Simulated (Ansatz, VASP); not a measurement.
Two plane-wave programs on Hf

```
Hf
1.0
     3.19881    0.00000    0.00000
    -1.59941    2.77025    0.00000
     0.00000    0.00000    5.04362
Hf
2
Cartesian
  0.0000 1.8468 1.2609
  1.5994 0.9234 3.7827
```

Alike in both runs: functional r2SCAN; k mesh 18 × 18 × 8; occupations gaussian, width 0.1 eV; no spin polarisation.

Ansatz relaxed the structure, and its values are those at the end. VASP's run is a single point on that final structure, the one shown.

```csv
,VASP,Ansatz
version,VASP 6.6.1,Ansatz 0.2.0
potentials or method,"VASP PAW PBE potentials, release 64 (Hf_pv), cutoff 520 eV","scalar-relativistic, plane waves, PAW"
valence electrons in the cell,20,52
```

|  | VASP | Ansatz | Ansatz less VASP |
| --- | --- | --- | --- |
| gap on the k mesh at the Fermi level (eV) | none | none | - |
| pressure (GPa) | -0.6 | 0.0 | +0.58 |

VASP's potentials were made for PBE, not for r2SCAN. A gap of «none» marks a metal or a gap that the smearing closes. The functional is the same, so the differences come from potentials, cutoffs and numerics. VASP's potentials hold 20 valence electrons a cell and Ansatz's 52, so a difference there can come from the potentials and not from the codes.

Spin-orbit coupling is off throughout.
